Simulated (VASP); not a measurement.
# Ir2Rh (P6_3/mmc) in VASP: a series of runs, part 2 of 2

VASP 6.6.1. Earlier steps stand in the parts before.

## 3. Single point, PBE

This run uses another cell than the first one, of 14.43 Å³/atom, 1.031 times its volume.

INCAR

```
PREC = Accurate
ENCUT = 520
EDIFF = 1E-7
ISMEAR = 0
SIGMA = 0.1
LREAL = F
LASPH = T
NELM = 100
ALGO = Normal
ISIF = 2
LWAVE = F
LCHARG = F
GGA = PE
NBANDS = 42
```

KPOINTS

```
regular mesh
0
Gamma
  6 6 2
```

POSCAR

```
Ir2Rh
1.0
    2.7584319180      0.0000000029      0.0000000000
   -1.3792159615      2.3888721141      0.0000000000
    0.0000000000      0.0000000000     13.1384647236
Ir Rh
4 2
Direct
    0.3333333333      0.6666666667      0.0824986328
    0.3333333333      0.6666666667      0.4175013672
    0.6666666667      0.3333333333      0.5824986328
    0.6666666667      0.3333333333      0.9175013672
    0.3333333333      0.6666666667      0.7500000000
    0.6666666667      0.3333333333      0.2500000000
```

Potentials or basis: VASP PAW PBE potentials, release 64 (Ir, Rh_pv).

Command:

```
$ cat potpaw_PBE.64/Ir/POTCAR potpaw_PBE.64/Rh_pv/POTCAR > POTCAR
$ mpirun -np 1 vasp_std > vasp.out
```

OUTCAR:

```text
PREC = Accurate
   ENCUT = 520
   EDIFF = 1E-7
   ISMEAR = 0
   LREAL = F
   LASPH = T
   NELM = 100
   ISIF = 2
   GGA = PE

 ion  position               nearest neighbor table
   1  0.333  0.667  0.082-   4 2.69   4 2.69   4 2.69   6 2.72   6 2.72   6 2.72
   2  0.333  0.667  0.418-   3 2.69   3 2.69   3 2.69   6 2.72   6 2.72   6 2.72
   3  0.667  0.333  0.582-   2 2.69   2 2.69   2 2.69   5 2.72   5 2.72   5 2.72
   4  0.667  0.333  0.918-   1 2.69   1 2.69   1 2.69   5 2.72   5 2.72   5 2.72
   5  0.333  0.667  0.750-   3 2.72   4 2.72   3 2.72   4 2.72   3 2.72   4 2.72
   6  0.667  0.333  0.250-   1 2.72   2 2.72   1 2.72   2 2.72   1 2.72   2 2.72

  LATTYP: Found a hexagonal cell.
 ALAT       =     2.7584319180
 C/A-ratio  =     4.7630193944

  Lattice vectors:

 A1 = (   2.7584319180,   0.0000000029,   0.0000000000)
 A2 = (  -1.3792159615,   2.3888721141,   0.0000000000)
 A3 = (   0.0000000000,   0.0000000000,  13.1384647236)

Analysis of symmetry for initial positions (statically):
=====================================================================
 Subroutine PRICEL returns:
 Original cell was already a primitive cell.

 Routine SETGRP: Setting up the symmetry group for a
 hexagonal supercell.

 Subroutine GETGRP returns: Found 24 space group operations
 (whereof 12 operations were pure point group operations)
 out of a pool of 24 trial point group operations.

The static configuration has the point symmetry D_3d.
 The point group associated with its full space group is D_6h.

Analysis of symmetry for dynamics (positions and initial velocities):
=====================================================================
 Subroutine PRICEL returns:
 Original cell was already a primitive cell.

 Routine SETGRP: Setting up the symmetry group for a
 hexagonal supercell.

 Subroutine GETGRP returns: Found 24 space group operations
 (whereof 12 operations were pure point group operations)
 out of a pool of 24 trial point group operations.

The dynamic configuration has the point symmetry D_3d.
 The point group associated with its full space group is D_6h.

 Subroutine INISYM returns: Found 24 space group operations
 (whereof 12 operations are pure point group operations),
 and found     1 'primitive' translations

----------------------------------------------------------------------------------------

                                     Primitive cell

  volume of cell :      86.5765

  direct lattice vectors                    reciprocal lattice vectors
     2.758431918  0.000000003  0.000000000     0.362524807  0.209303796  0.000000000
    -1.379215961  2.388872114  0.000000000    -0.000000000  0.418607590  0.000000000
     0.000000000  0.000000000 13.138464724     0.000000000  0.000000000  0.076112394

  length of vectors
     2.758431918  2.758431918 13.138464724     0.418607590  0.418607590  0.076112394

  position of ions in fractional coordinates (direct lattice)
     0.333333333  0.666666667  0.082498633
     0.333333333  0.666666667  0.417501367
     0.666666667  0.333333333  0.582498633
     0.666666667  0.333333333  0.917501367
     0.333333333  0.666666667  0.750000000
     0.666666667  0.333333333  0.250000000

  ion indices of the primitive-cell ions
   primitive index   ion index
                 1           1
[... 40 lines left out ...]
  0.333333  0.333333  0.000000      2.000000
  0.000000  0.000000  0.500000      1.000000
  0.166667  0.000000  0.500000      6.000000
  0.333333 -0.000000  0.500000      6.000000
  0.500000 -0.000000  0.500000      3.000000
  0.166667  0.166667  0.500000      6.000000
  0.333333  0.166667  0.500000     12.000000
  0.333333  0.333333  0.500000      2.000000
   k-points           NKPTS =     14   k-points in BZ     NKDIM =     14   number of bands    NBANDS=     42
   number of dos      NEDOS =    301   number of ions     NIONS =      6
   total plane-waves  NPLWV =  56448
   dimension x,y,z NGX =    24 NGY =   24 NGZ =   98
   dimension x,y,z NGXF=    48 NGYF=   48 NGZF=  196
   ions per type =               4   2
   NGX,Y,Z   is equivalent  to a cutoff of  14.46, 14.46, 12.40 a.u.
   NGXF,Y,Z  is equivalent  to a cutoff of  28.93, 28.93, 24.80 a.u.
 SYSTEM =  unknown system
   PREC   = accura    normal or accurate (medium, high low for compatibility)
   ISTART =      0    job   : 0-new  1-cont  2-samecut
   ICHARG =      2    charge: 1-file 2-atom 10-const
   ISPIN  =      1    spin polarized calculation?
   LNONCOLLINEAR =      F non collinear calculations
   LSORBIT =      F    spin-orbit coupling
   LASPH  =      T    aspherical Exc in radial PAW
   ENCUT  =  520.0 eV  38.22 Ry    6.18 a.u.   5.13  5.13 24.43*2*pi/ulx,y,z
   NELM   =    100;   NELMIN=  2; NELMDL= -5     # of ELM steps
   EDIFF  = 0.1E-06   stopping-criterion for ELM
   LREAL  =      F    real-space projection
   EDIFFG = 0.1E-05   stopping-criterion for IOM
   NSW    =      0    number of steps for IOM
   IBRION =     -1    ionic relax: 0-MD 1-quasi-New 2-CG
   NFREE  =      0    steps in history (QN), initial steepest desc. (CG)
   ISIF   =      2    stress and relaxation
   ISYM   =      2    0-nonsym 1-usesym 2-fastsym
   POTIM  = 0.5000    time-step for ionic-motion
   TEBEG  =    0.0;   TEEND  =   0.0 temperature during run
   PSTRESS=    0.0 pullay stress
   NELECT =      66.0000    total number of electrons
   NUPDOWN=      -1.0000    fix difference up-down
   EMIN   =  10.00;   EMAX   =-10.00  energy-range for DOS
   EFERMI =   0.00;   METHOD = LEGACY
   ISMEAR =     0;   SIGMA  =   0.10  broadening in eV -4-tet -1-fermi 0-gaus
   EFERMI_NEDOS =   21; number of points for ismear=-14 and -15
   IALGO  =     38    algorithm
   IMIX   =      4    mixing-type and parameters
     AMIX     =   0.40;   BMIX     =  1.00
     AMIX_MAG =   1.60;   BMIX_MAG =  1.00
  volume/ion in A,a.u.               =      14.43        97.37
  Fermi-wavevector in a.u.,A,eV,Ry     =   1.495511  2.826106 30.430144  2.236552
  Thomas-Fermi vector in A             =   2.607646
   LORBIT       =      0    0 simple, 1 ext, 2 COOP (PROOUT), +10 PAW based schemes
   GGA     = PE    functional components
   LHFCALC =     F    Hartree Fock is set to
   AEXX    =    0.0000 exact exchange contribution
   IVDW    =     0    specifies the selected vdW correction
   LEPSILON=     F    determine dielectric tensor
   LRPA    =     F    only Hartree local field effects (RPA)
 non-spin polarized calculation
 Gauss-broadening in eV      SIGMA  =   0.10
  energy-cutoff  :      520.00
  volume of cell :       86.58
 maximum number of plane-waves:      2352
 NGX is ok and might be reduce to    24
   NGX = 11   NGY = 11   NGZ = 49

 number of electron      66.0000000 magnetization

 Free energy of the ion-electron system (eV)
  ---------------------------------------------------
  ext. energy  EPLUGINS =         0.00000000
  ---------------------------------------------------
  free energy    TOTEN  =       -49.59812005 eV

  energy without entropy =      -49.55360849  energy(sigma->0) =      -49.57586427

 E-fermi :  10.4239     XC(G=0): -13.8226

 val. band max:       10.4149064446   @ k =   0.3333   0.3333   0.0000
 cond. band min:      10.4282087565   @ k =   0.0000   0.0000   0.0000
 fundamental gap:      0.0133023120
 Fermi energy:        10.4238594029

 k-point     1 :       0.0000    0.0000    0.0000
  band No.  band energies     occupation
      1     -36.4022      2.00000
      2     -36.4021      2.00000
      3     -36.0504      2.00000
      4     -36.0504      2.00000
      5     -36.0504      2.00000
      6     -36.0504      2.00000
[... 619 lines left out ...]
     41      17.0387      0.00000
     42      17.0387      0.00000

------------------------ aborting loop because EDIFF is reached ----------------------------------------

  FORCE on cell =-STRESS in cart. coord.  units (eV):
  Direction    XX          YY          ZZ          XY          YZ          ZX
  --------------------------------------------------------------------------------------
  -------------------------------------------------------------------------------------
  Total        0.1545489      0.1545489      0.1383856      0.0000000      0.0000000     -0.0000000
  in kB        2.8600698      2.8600698      2.5609537      0.0000000      0.0000000     -0.0000000
  external PRESSURE =       2.7603644 kB  Pullay stress =       0.0000000 kB

 VOLUME and BASIS-vectors are now :
 -----------------------------------------------------------------------------
  energy-cutoff  :      520.00
  volume of cell :       86.58
      direct lattice vectors                 reciprocal lattice vectors
     2.758431918  0.000000003  0.000000000     0.362524807  0.209303796  0.000000000
    -1.379215961  2.388872114  0.000000000    -0.000000000  0.418607590  0.000000000
     0.000000000  0.000000000 13.138464724     0.000000000  0.000000000  0.076112394

 POSITION                                       TOTAL-FORCE (eV/Angst)
 -----------------------------------------------------------------------------------
     -0.00000      1.59258      1.08391         0.000000     -0.000000      0.021210
     -0.00000      1.59258      5.48533         0.000000     -0.000000     -0.021210
      1.37922      0.79629      7.65314         0.000000      0.000000      0.021210
      1.37922      0.79629     12.05456         0.000000      0.000000     -0.021210
     -0.00000      1.59258      9.85385        -0.000000      0.000000      0.000000
      1.37922      0.79629      3.28462         0.000000     -0.000000      0.000000
 -----------------------------------------------------------------------------------
    total drift:                               -0.000000      0.000000     -0.000000

  FREE ENERGIE OF THE ION-ELECTRON SYSTEM (eV)
  ---------------------------------------------------
  free  energy   TOTEN  =       -49.5981200495 eV

  energy  without entropy=      -49.5536084851  energy(sigma->0) =      -49.57586427
```

OSZICAR:

```text
N       E                     dE             d eps       ncg     rms          rms(c)
DAV:   1     0.816827922176E+03    0.81683E+03   -0.34496E+04  1232   0.168E+03
DAV:   2    -0.555779405736E+01   -0.82239E+03   -0.79114E+03  1182   0.533E+02
DAV:   3    -0.514865528718E+02   -0.45929E+02   -0.41293E+02  1378   0.131E+02
DAV:   4    -0.532997552318E+02   -0.18132E+01   -0.17814E+01  1290   0.253E+01
DAV:   5    -0.533425357268E+02   -0.42780E-01   -0.42749E-01  1324   0.379E+00    0.316E+01
DAV:   6    -0.549186352724E+02   -0.15761E+01   -0.25186E+01  1550   0.396E+01    0.278E+01
DAV:   7    -0.543823366447E+02    0.53630E+00   -0.48537E+01  1584   0.480E+01    0.210E+01
DAV:   8    -0.503037861517E+02    0.40786E+01   -0.31749E+00  1628   0.205E+01    0.740E+00
DAV:   9    -0.496029243773E+02    0.70086E+00   -0.22028E+00  1676   0.117E+01    0.262E+00
DAV:  10    -0.496083778571E+02   -0.54535E-02   -0.18834E-01  1248   0.355E+00    0.135E+00
DAV:  11    -0.495997306156E+02    0.86472E-02   -0.34718E-02  1466   0.141E+00    0.761E-01
DAV:  12    -0.495984255095E+02    0.13051E-02   -0.64830E-03  1430   0.732E-01    0.199E-01
DAV:  13    -0.495981793778E+02    0.24613E-03   -0.11974E-03  1202   0.174E-01    0.814E-02
DAV:  14    -0.495981326559E+02    0.46722E-04   -0.11285E-04  1354   0.803E-02    0.407E-02
DAV:  15    -0.495981207472E+02    0.11909E-04   -0.26096E-05  1510   0.357E-02    0.142E-02
DAV:  16    -0.495981200780E+02    0.66913E-06   -0.38134E-06  1330   0.118E-02    0.402E-03
DAV:  17    -0.495981200495E+02    0.28522E-07   -0.49217E-07  1208   0.431E-03
   1 F= -.49598120E+02 E0= -.49575864E+02  d E =-.445116E-01
```

It took 38 s on 1 thread of Intel Xeon 6975P-C (Granite Rapids), shared host; peak memory 0.24 GiB.

What came out:

```
Free energy            : -49.5981 eV
Pressure               : 0.3 GPa
Largest force          : 0.021 eV/Å
Band gap on the k mesh : zero (band 33 reaches 11.33 eV, above the bottom of band 34 at 8.74 eV)
```

Forces in eV/Å, atoms in the order of the input:
```
Ir   0.000  0.000  0.021
Ir   0.000  0.000 -0.021
Ir   0.000  0.000  0.021
Ir   0.000  0.000 -0.021
Rh   0.000  0.000  0.000
Rh   0.000  0.000  0.000
```

Caveat: the k points lie up to 0.44 Å⁻¹ apart; spin-orbit coupling is left out, which moves the levels of the heavy elements.
